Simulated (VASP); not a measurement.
Co: single point with PBE

The system is Co.

```xyz
3
Lattice="3.5408 0.0000 0.0000 -1.7704 3.0664 0.0000 0.0000 0.0000 2.1509" Properties=species:S:1:pos:R:3 pbc="T T T"
Co    0.0000    0.0000    0.0000
Co    0.0000    2.0443    1.0755
Co    1.7704    1.0221    1.0755
```

* Program: VASP 6.6.1
* Task: single point
* Functional: PBE
* Potentials or basis: VASP PAW PBE potentials, release 64 (Co)
* Cutoff: 520 eV
* k mesh: 10 × 10 × 14
* Occupations: fermi-dirac, width 0.1 eV
* Spin: collinear spin, ferromagnetic start
* Starting moments: [1.7, 1.7, 1.7] μB

The pressure is 156.5 GPa and the net moment is 3.45 μB per cell. The site moments are Co +1.21, +1.07 μB.

Stress tensor (GPa, compression positive):
```
156.30   0.00   0.00
  0.00 156.30   0.00
  0.00   0.00 156.87
```

Levels at points of the mesh, in eV from the Fermi level:
Spin up:
| k point | band 14 | band 15 | band 16 | band 17 | band 18 | band 19 |
| --- | --- | --- | --- | --- | --- | --- |
| (0.00, 0.00, 0.00) | -2.03 | 0.00 | 0.00 | 8.68 | 8.68 | 8.74 |
| (0.50, 0.00, 0.00) | -0.58 | -0.50 | -0.18 | 0.07 | 0.16 | 10.30 |
| (0.00, 0.00, 0.50) | -0.23 | 0.93 | 2.14 | 3.55 | 12.87 | 13.64 |
| (0.50, 0.00, 0.50) | -0.09 | 0.55 | 2.42 | 3.42 | 7.64 | 9.41 |
Spin down:
```
           k point  band 8  band 9  band 10  band 11  band 12  band 13  band 14  band 15  band 16  band 17
(0.00, 0.00, 0.00)   -2.64   -1.75    -1.75    -0.77    -0.77    -0.68    -0.68     1.54     1.54     9.33
(0.50, 0.00, 0.00)   -2.66   -1.76    -0.57    -0.50     0.15     0.45     0.91     0.94     0.95     0.96
(0.00, 0.00, 0.50)   -1.89   -1.87    -1.87     0.74     0.74     1.09     1.09     1.90     3.34     4.22
(0.50, 0.00, 0.50)   -1.91   -1.70    -0.97    -0.53     0.28     0.89     1.39     1.67     3.00     4.04
```

Wall time 2.1 min on 1 thread of Intel(R) Xeon(R) Platinum 8375C CPU @ 2.90GHz (Ice Lake), with other jobs on the host, peak memory 0.21 GiB.
